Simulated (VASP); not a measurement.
**CoO: single point with LDA**

CoO:

```
CELL_PARAMETERS angstrom
-1.47722 1.47722 2.06423
1.47722 -1.47722 2.06423
1.47722 1.47722 -2.06423
ATOMIC_POSITIONS crystal
Co 0.00000 0.00000 0.00000
O 0.50000 0.50000 0.00000
```

| Item | Value |
| --- | --- |
| Program | VASP 6.6.1 |
| Task | single point |
| Functional | LDA |
| Potentials or basis | VASP PAW LDA potentials, release 64 (Co_sv, O) |
| Cutoff | 600 eV |
| k mesh | 12 × 12 × 12 |
| Occupations | fermi-dirac, width 0.05 eV |
| Spin | collinear spin, ferromagnetic start |
| Starting moments | [2.0, 0.0] μB |
| Dipole correction | no |
| Second run | valence_matched |
| Further INCAR settings | ALGO = Normal; EDIFF = 1e-06; NBANDS = 22 |

```yaml
Pressure: -14.5 GPa
Net_moment: 2.39 μB per cell
Site_moments: Co +2.08; O +0.22 μB
Valence_electrons_inside_the_program's_atomic_spheres: Co 14.96; O 4.95
```

Stress tensor (GPa, compression positive):
```
-14.80   0.00   0.00
  0.00 -14.80   0.00
  0.00   0.00 -13.89
```

Levels at points of the mesh, in eV from the Fermi level:
Spin up:
```tsv
k point	band 9	band 10	band 11	band 12	band 13	band 14	band 15	band 16	band 17	band 18
(0.00, 0.00, 0.00)	-2.94	-2.94	-2.86	-2.85	-2.84	1.31	16.77	18.45	18.45	18.47
(0.50, 0.00, 0.00)	-2.01	-2.01	-1.50	0.48	0.57	5.02	9.77	13.51	13.80	21.23
(0.50, 0.50, 0.00)	-4.00	-2.42	-1.75	-1.68	-1.68	6.21	9.90	11.95	16.19	16.41
(0.50, 0.50, 0.50)	-3.97	-2.39	-1.74	-1.70	-1.70	6.20	10.06	11.80	16.16	16.16
```
Spin down:
| k point | band 6 | band 7 | band 8 | band 9 | band 10 | band 11 | band 12 | band 13 | band 14 | band 15 |
| --- | --- | --- | --- | --- | --- | --- | --- | --- | --- | --- |
| (0.00, 0.00, 0.00) | -3.30 | -3.25 | -3.25 | -1.31 | -1.31 | -1.24 | -0.62 | -0.62 | 1.75 | 16.84 |
| (0.50, 0.00, 0.00) | -8.52 | -5.55 | -5.52 | -0.19 | -0.17 | 0.14 | 2.32 | 2.41 | 5.32 | 10.36 |
| (0.50, 0.50, 0.00) | -7.27 | -4.61 | -4.51 | -2.60 | -0.10 | 0.15 | 0.17 | 0.55 | 6.82 | 10.30 |
| (0.50, 0.50, 0.50) | -7.24 | -4.60 | -4.60 | -2.60 | -0.07 | 0.15 | 0.15 | 0.55 | 6.82 | 10.44 |

It took 2.3 min on 1 thread of Intel(R) Xeon(R) Platinum 8259CL CPU @ 2.50GHz (Skylake/Cascade Lake), on a shared host, peak memory 0.22 GiB.

Caveat: a cell with one magnetic atom can't hold antiferromagnetic order, which such compounds often take; semilocal functionals often make such compounds metallic where correlation or magnetic order opens a gap, which also shifts bond lengths. With open d or f shells a metallic result of LDA can be an artefact of self-interaction; +U or a hybrid may open a gap.
